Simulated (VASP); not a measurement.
A run of VASP 6.6.1:

The input INCAR:

```
SYSTEM = S
  PREC = Accurate
  ENCUT = 600
  EDIFF = 1E-6
  ISMEAR = -1
  SIGMA = 0.05
  LREAL = .False.
  LASPH = .True.
  NELM = 100
  ALGO = Normal
  ISIF = 3
  LWAVE = .False.
  LCHARG = .False.
  GGA = PE
  IBRION = 2
  NSW = 60
  EDIFFG = -0.005
  PSTRESS = 3900.0
```

File KPOINTS:

```
Automatic mesh
0
Gamma
  17 17 17
  0 0 0
```

The input POSCAR:

```
S
1.0
    1.2981966075     -0.7495141608      2.2934806733
    0.0000000000      1.4990283216      2.2934806733
   -1.2981966075     -0.7495141608      2.2934806733
S
2
Direct
    0.2320000000      0.2320000000      0.2320000000
   -0.2320000000     -0.2320000000     -0.2320000000
```

Potentials or basis: VASP PAW PBE potentials, release 64 (S).

Command:

```sh
$ cat potpaw_PBE.64/S/POTCAR > POTCAR
$ mpirun -np 1 vasp_std > vasp.out
```

Hardware: 1 thread of Intel(R) Xeon(R) 6975P-C (Granite Rapids), on a shared host.

Question: How long does it take, and how much memory?

Answer: Run time: 3.4 min on 1 thread of Intel(R) Xeon(R) 6975P-C (Granite Rapids) (shared host), peak memory 0.21 GiB. Counts: scf iterations 102, k points 489, ion steps 21.
